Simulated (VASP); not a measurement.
# TiNi (Cmmm) in VASP: notebook

The runs below take TiNi through single point, with PBEsol.

Program: VASP 6.6.1. These are calculated values, not measurements. Logs are shortened: lines on timing, memory, paths and dates and some standing lists are left out, and cuts for length are marked.

## 1. The cell of the first run

It takes space group Cmmm (No. 65, orthorhombic). Conventional cell: a = 4.192 Å, b = 4.209 Å, c = 2.976 Å, α = 90.00°, β = 90.00°, γ = 90.00°. Within 3.4 Å of Ti (site symmetry mmm) lie 8 Ni at 2.57 to 2.58 Å and 6 Ti at 2.97 to 2.98 Å. Ni (site symmetry mmm) has 8 Ti at 2.57 to 2.58 Å and 6 Ni at 2.97 to 2.98 Å within 3.4 Å.

## 2. Single point, PBEsol

INCAR reads:

```
SYSTEM = TiNi
PREC = Accurate
ENCUT = 520
EDIFF = 1E-6
ISMEAR = 0
SIGMA = 0.1
LREAL = .FALSE.
LASPH = .TRUE.
NELM = 60
ALGO = Fast
ISIF = 2
LWAVE = .FALSE.
LCHARG = .TRUE.
GGA = PS
LELF = .TRUE.
LVHAR = .TRUE.
NBANDS = 18
```

KPOINTS reads:

```
Automatic mesh
0
G
  12 8 16
  0 0 0
```

POSCAR reads:

```
TiNi
1.0
    2.9764078220      0.0000000000      0.0000000000
    0.0000000000      4.2092763091      0.0000000001
    0.0000000000      2.1046381545      2.0960345411
Ti Ni
1 1
Direct
    0.0000000000      0.0000000000      0.0000000000
    0.5000000000      0.5000000000      0.0000000000
```

Potentials or basis: VASP PAW PBE potentials, release 64 (Ti_sv, Ni).

Run with:

```console
cat potpaw_PBE.64/Ti_sv/POTCAR potpaw_PBE.64/Ni/POTCAR > POTCAR
mpirun -np 1 vasp_std > vasp.out
```

OUTCAR:

```text
SYSTEM = TiNi
   PREC = Accurate
   ENCUT = 520
   EDIFF = 1E-6
   ISMEAR = 0
   LREAL = .FALSE.
   LASPH = .TRUE.
   NELM = 60
   ISIF = 2
   GGA = PS

 ion  position               nearest neighbor table
   1  0.000  0.000  0.000-   2 2.57   2 2.57   2 2.57   2 2.57   2 2.58   2 2.58   2 2.58   2 2.58

   2  0.500  0.500  0.000-   1 2.57   1 2.57   1 2.57   1 2.57   1 2.58   1 2.58   1 2.58   1 2.58

  LATTYP: Found a base centered orthorhombic cell.
 ALAT       =     4.1920690821
 B/A-ratio  =     1.0041047098
 C/A-ratio  =     0.7100092493

  Lattice vectors:

 A1 = (   0.0000000000,  -2.1046381545,  -2.0960345411)
 A2 = (   0.0000000000,   2.1046381546,  -2.0960345410)
 A3 = (   2.9764078220,   0.0000000000,   0.0000000000)

Analysis of symmetry for initial positions (statically):
=====================================================================
 Subroutine PRICEL returns:
 Original cell was already a primitive cell.

 Routine SETGRP: Setting up the symmetry group for a
 base centered orthorhombic supercell.

 Subroutine GETGRP returns: Found  8 space group operations
 (whereof  8 operations were pure point group operations)
 out of a pool of  8 trial point group operations.

The static configuration has the point symmetry D_2h.

Analysis of symmetry for dynamics (positions and initial velocities):
=====================================================================
 Subroutine PRICEL returns:
 Original cell was already a primitive cell.

 Routine SETGRP: Setting up the symmetry group for a
 base centered orthorhombic supercell.

 Subroutine GETGRP returns: Found  8 space group operations
 (whereof  8 operations were pure point group operations)
 out of a pool of  8 trial point group operations.

The dynamic configuration has the point symmetry D_2h.

 Subroutine INISYM returns: Found  8 space group operations
 (whereof  8 operations are pure point group operations),
 and found     1 'primitive' translations

----------------------------------------------------------------------------------------

                                     Primitive cell

  volume of cell :      26.2602

  direct lattice vectors                    reciprocal lattice vectors
     2.976407822  0.000000000  0.000000000     0.335975464  0.000000000  0.000000000
     0.000000000  4.209276309  0.000000000     0.000000000  0.237570529 -0.238545687
     0.000000000  2.104638154  2.096034541     0.000000000 -0.000000000  0.477091374

  length of vectors
     2.976407822  4.209276309  2.970330379     0.335975464  0.336665711  0.477091374

  position of ions in fractional coordinates (direct lattice)
     0.000000000  0.000000000  0.000000000
     0.500000000  0.500000000  1.000000000

  ion indices of the primitive-cell ions
   primitive index   ion index
                 1           1
                 2           2

----------------------------------------------------------------------------------------

 KPOINTS: Automatic mesh

Automatic generation of k-mesh.
 Grid dimensions read from file:
 generate k-points for:   12    8   16

 Generating k-lattice:

  Cartesian coordinates                     Fractional coordinates (reciprocal lattice)
     0.027997955  0.000000000  0.000000000     0.083333333  0.000000000  0.000000000
     0.000000000  0.029696316 -0.029818211     0.000000000  0.125000000  0.000000000
     0.000000000 -0.000000000  0.029818211     0.000000000 -0.000000000  0.062500000

  Length of vectors
     0.027997955  0.042083214  0.029818211

  Shift w.r.t. Gamma in fractional coordinates (k-lattice)
     0.000000000  0.000000000  0.000000000

 Subroutine IBZKPT returns following result:
 ===========================================

 Found    287 irreducible k-points:

 Following reciprocal coordinates:
            Coordinates               Weight
  0.000000  0.000000  0.000000      1.000000
  0.083333  0.000000  0.000000      2.000000
  0.166667  0.000000  0.000000      2.000000
  0.250000  0.000000  0.000000      2.000000
  0.333333  0.000000  0.000000      2.000000
  0.416667  0.000000  0.000000      2.000000
[... 16 lines left out ...]
  0.083333  0.375000 -0.000000      8.000000
  0.166667  0.375000 -0.000000      8.000000
 [... further k-points ...]
   k-points           NKPTS =    287   k-points in BZ     NKDIM =    287   number of bands    NBANDS=     18
   number of dos      NEDOS =    301   number of ions     NIONS =      2
   total plane-waves  NPLWV =  18432
   dimension x,y,z NGX =    24 NGY =   32 NGZ =   24
   dimension x,y,z NGXF=    48 NGYF=   64 NGZF=   48
   ions per type =               1   1
   NGX,Y,Z   is equivalent  to a cutoff of  13.41, 12.64, 13.43 a.u.
   NGXF,Y,Z  is equivalent  to a cutoff of  26.81, 25.28, 26.87 a.u.
 SYSTEM =  TiNi
   PREC   = accura    normal or accurate (medium, high low for compatibility)
   ISTART =      0    job   : 0-new  1-cont  2-samecut
   ICHARG =      2    charge: 1-file 2-atom 10-const
   ISPIN  =      1    spin polarized calculation?
   LNONCOLLINEAR =      F non collinear calculations
   LSORBIT =      F    spin-orbit coupling
   LASPH  =      T    aspherical Exc in radial PAW
   ENCUT  =  520.0 eV  38.22 Ry    6.18 a.u.   5.53  7.83  5.52*2*pi/ulx,y,z
   NELM   =     60;   NELMIN=  2; NELMDL= -5     # of ELM steps
   EDIFF  = 0.1E-05   stopping-criterion for ELM
   LREAL  =      F    real-space projection
   EDIFFG = 0.1E-04   stopping-criterion for IOM
   NSW    =      0    number of steps for IOM
   IBRION =     -1    ionic relax: 0-MD 1-quasi-New 2-CG
   NFREE  =      0    steps in history (QN), initial steepest desc. (CG)
   ISIF   =      2    stress and relaxation
   ISYM   =      2    0-nonsym 1-usesym 2-fastsym
   POTIM  = 0.5000    time-step for ionic-motion
   TEBEG  =    0.0;   TEEND  =   0.0 temperature during run
   PSTRESS=    0.0 pullay stress
   NELECT =      22.0000    total number of electrons
   NUPDOWN=      -1.0000    fix difference up-down
   EMIN   =  10.00;   EMAX   =-10.00  energy-range for DOS
   EFERMI =   0.00;   METHOD = LEGACY
   ISMEAR =     0;   SIGMA  =   0.10  broadening in eV -4-tet -1-fermi 0-gaus
   EFERMI_NEDOS =   21; number of points for ismear=-14 and -15
   IALGO  =     68    algorithm
   IMIX   =      4    mixing-type and parameters
     AMIX     =   0.40;   BMIX     =  1.00
     AMIX_MAG =   1.60;   BMIX_MAG =  1.00
  volume/ion in A,a.u.               =      13.13        88.61
  Fermi-wavevector in a.u.,A,eV,Ry     =   1.543297  2.916409 32.405905  2.381767
  Thomas-Fermi vector in A             =   2.648980
   LORBIT       =      0    0 simple, 1 ext, 2 COOP (PROOUT), +10 PAW based schemes
   GGA     = PS    functional components
   LHFCALC =     F    Hartree Fock is set to
   AEXX    =    0.0000 exact exchange contribution
   IVDW    =     0    specifies the selected vdW correction
   LEPSILON=     F    determine dielectric tensor
   LRPA    =     F    only Hartree local field effects (RPA)
 non-spin polarized calculation
 RMM-DIIS sequential band-by-band and
 Gauss-broadening in eV      SIGMA  =   0.10
  energy-cutoff  :      520.00
  volume of cell :       26.26
 maximum number of plane-waves:       739
 NGX is ok and might be reduce to    24
   NGX = 11   NGY = 15   NGZ = 11

 number of electron      21.9999991 magnetization

 Free energy of the ion-electron system (eV)
  ---------------------------------------------------
  ext. energy  EPLUGINS =         0.00000000
  ---------------------------------------------------
  free energy    TOTEN  =       -15.21017400 eV

  energy without entropy =      -15.19587172  energy(sigma->0) =      -15.20302286

 E-fermi :   9.6879     XC(G=0): -12.7494

 val. band max:        9.6817422243   @ k =   0.0000   0.0000   0.3125
 cond. band min:       9.6906090385   @ k =   0.0000  -0.3750   0.3125
 fundamental gap:      0.0088668142
 Fermi energy:         9.6879403418

 k-point     1 :       0.0000    0.0000    0.0000
  band No.  band energies     occupation
      1     -47.2305      2.00000
      2     -23.4240      2.00000
      3     -23.4192      2.00000
      4     -23.4163      2.00000
      5       1.7676      2.00000
      6       5.6852      2.00000
[... 10 lines left out ...]
     17      18.4739      0.00000
     18      18.4808      0.00000

 k-point     2 :       0.0833    0.0000    0.0000
  band No.  band energies     occupation
      1     -47.2283      2.00000
      2     -23.4455      2.00000
      3     -23.4176      2.00000
      4     -23.4147      2.00000
      5       1.9057      2.00000
      6       5.7430      2.00000
[... 10 lines left out ...]
     17      18.7945      0.00000
     18      18.8044      0.00000

 k-point     3 :       0.1667    0.0000    0.0000
  band No.  band energies     occupation
      1     -47.2221      2.00000
      2     -23.5040      2.00000
      3     -23.4132      2.00000
      4     -23.4102      2.00000
      5       2.3102      2.00000
      6       5.8956      2.00000
[... 10 lines left out ...]
     17      19.6499      0.00000
     18      19.6667      0.00000

 k-point     4 :       0.2500    0.0000    0.0000
  band No.  band energies     occupation
      1     -47.2136      2.00000
      2     -23.5831      2.00000
      3     -23.4072      2.00000
      4     -23.4042      2.00000
      5       2.9513      2.00000
      6       6.0818      2.00000
[... 375 lines left out ...]
      4     -23.3966      2.00000
      5       4.2356      2.00000
      6       6.1972      2.00000
[... 10 lines left out ...]
     17      23.0312      0.00000
     18      23.0899      0.00000

 k-point    23 :       0.0833    0.3750   -0.0000
  band No.  band energies     occupation
      1     -47.1989      2.00000
      2     -23.6892      2.00000
      3     -23.4228      2.00000
      4     -23.3948      2.00000
      5       4.3207      2.00000
      6       6.2341      2.00000
[... 10 lines left out ...]
     17      21.7073      0.00000
     18      23.1937      0.00000

 k-point    24 :       0.1667    0.3750   -0.0000
  band No.  band energies     occupation
      1     -47.1932      2.00000
      2     -23.6808      2.00000
      3     -23.4772      2.00000
      4     -23.3896      2.00000
      5       4.5449      2.00000
      6       6.2314      2.00000
[... 10 lines left out ...]
     17      20.0238      0.00000
     18      23.6889      0.00000

 [... further k-points ...]
[... 5 lines left out ...]
  --------------------------------------------------------------------------------------
  -------------------------------------------------------------------------------------
  Total       -0.1188629     -0.1152468     -0.0429936      0.0000000     -0.0000000      0.0000000
  in kB       -7.2520142     -7.0313887     -2.6231103      0.0000000     -0.0000000      0.0000000
  external PRESSURE =      -5.6355044 kB  Pullay stress =       0.0000000 kB

 VOLUME and BASIS-vectors are now :
 -----------------------------------------------------------------------------
  energy-cutoff  :      520.00
  volume of cell :       26.26
      direct lattice vectors                 reciprocal lattice vectors
     2.976407822  0.000000000  0.000000000     0.335975464  0.000000000  0.000000000
     0.000000000  4.209276309  0.000000000     0.000000000  0.237570529 -0.238545687
     0.000000000  2.104638154  2.096034541     0.000000000 -0.000000000  0.477091374

 POSITION                                       TOTAL-FORCE (eV/Angst)
 -----------------------------------------------------------------------------------
      0.00000      0.00000      0.00000         0.000000      0.000000      0.000000
      1.48820      2.10464      0.00000         0.000000      0.000000      0.000000
 -----------------------------------------------------------------------------------
    total drift:                                0.000000     -0.000000     -0.000000

  FREE ENERGIE OF THE ION-ELECTRON SYSTEM (eV)
  ---------------------------------------------------
  free  energy   TOTEN  =       -15.2101739988 eV

  energy  without entropy=      -15.1958717241  energy(sigma->0) =      -15.20302286
```

It used 150 s of CPU time on 1 thread of Intel(R) Xeon(R) Platinum 8488C (Sapphire Rapids) (shared host).

What came out:

```yaml
Free_energy: -15.2102 eV
Pressure: -0.6 GPa
Band_gap_on_the_k_mesh: zero (band 11 reaches 10.17 eV, above the bottom of band 12 at 8.39 eV)
```

Stress tensor (GPa, compression positive):
```
-0.73  0.00  0.00
 0.00 -0.70  0.00
 0.00  0.00 -0.26
```

Levels at points of the mesh, in eV from the Fermi level:
| k point | band 7 | band 8 | band 9 | band 10 | band 11 | band 12 | band 13 | band 14 | band 15 | band 16 |
| --- | --- | --- | --- | --- | --- | --- | --- | --- | --- | --- |
| (0.00, 0.00, 0.00) | -4.00 | -2.06 | -2.04 | -2.04 | 0.44 | 0.45 | 2.65 | 2.66 | 2.66 | 8.72 |
| (0.50, 0.00, 0.00) | -2.83 | -2.16 | -2.15 | -1.73 | -0.78 | -0.63 | 0.64 | 0.66 | 2.29 | 3.88 |
| (0.00, 0.50, 0.00) | -2.83 | -2.16 | -2.15 | -1.74 | -0.78 | -0.61 | 0.63 | 0.65 | 2.28 | 3.90 |
| (0.50, 0.50, 0.00) | -2.83 | -2.83 | -1.33 | -0.77 | 0.48 | 0.49 | 0.92 | 2.34 | 2.35 | 3.13 |
| (0.00, 0.00, 0.50) | -2.85 | -2.83 | -1.32 | -0.76 | 0.47 | 0.53 | 0.94 | 2.33 | 2.35 | 3.14 |
| (0.50, 0.00, 0.50) | -2.88 | -2.22 | -2.22 | -2.20 | -1.31 | -1.30 | 3.20 | 3.21 | 6.29 | 8.08 |

Caveat: the PAW data sets were made with another functional, which shifts forces and pressure a little.

## 3. Single point, PBEsol

INCAR reads:

```
SYSTEM = TiNi
  PREC = Accurate
  ENCUT = 520
  EDIFF = 1E-6
  ISMEAR = 0
  SIGMA = 0.1
  LREAL = .False.
  LASPH = .True.
  NELM = 60
  ALGO = Fast
  ISIF = 2
  LWAVE = .False.
  LCHARG = .True.
  GGA = PS
  LELF = .True.
  LVHAR = .True.
  NBANDS = 18
```

KPOINTS reads:

```
Automatic mesh
0
Gamma
  12 8 16
  0 0 0
```

Edit POSCAR of step 2 so:

```diff
@@ -3,3 +3,3 @@
     2.9764078220      0.0000000000      0.0000000000
-    0.0000000000      4.2092763091      0.0000000001
+    0.0000000000      4.2092763091      0.0000000000
     0.0000000000      2.1046381545      2.0960345411
```

Potentials or basis: VASP PAW PBE potentials, release 64 (Ti_sv, Ni).

Run with:

```console
cat potpaw_PBE.64/Ti_sv/POTCAR potpaw_PBE.64/Ni/POTCAR > POTCAR
mpirun -np 1 vasp_std > vasp.out
```

It used 150 s of CPU time on 1 thread of Intel(R) Xeon(R) Platinum 8488C (Sapphire Rapids), with other jobs on the host.

It converged, with:

```
Free energy            : -15.2102 eV
Pressure               : -0.6 GPa
Band gap on the k mesh : zero (band 11 reaches 10.17 eV, above the bottom of band 12 at 8.39 eV)
```

Stress tensor (GPa, compression positive):
```
-0.72  0.00  0.00
 0.00 -0.70  0.00
 0.00  0.00 -0.26
```

Levels at points of the mesh, in eV from the Fermi level:
| k point | band 9 | band 10 | band 11 | band 12 | band 13 | band 14 |
| --- | --- | --- | --- | --- | --- | --- |
| (0.00, 0.00, 0.00) | -2.04 | -2.04 | 0.44 | 0.45 | 2.65 | 2.66 |
| (0.50, 0.00, 0.00) | -2.15 | -1.73 | -0.78 | -0.63 | 0.64 | 0.66 |
| (0.00, 0.50, 0.00) | -2.15 | -1.74 | -0.78 | -0.61 | 0.63 | 0.65 |
| (0.50, 0.50, 0.00) | -1.33 | -0.77 | 0.48 | 0.49 | 0.92 | 2.34 |
| (0.00, 0.00, 0.50) | -1.32 | -0.76 | 0.47 | 0.53 | 0.94 | 2.33 |
| (0.50, 0.00, 0.50) | -2.22 | -2.20 | -1.31 | -1.30 | 3.20 | 3.21 |

Caveat: the PAW data sets were made with another functional, which shifts forces and pressure a little. Spin polarisation is off, so any magnetic state and its effect on volume and gap are missing.
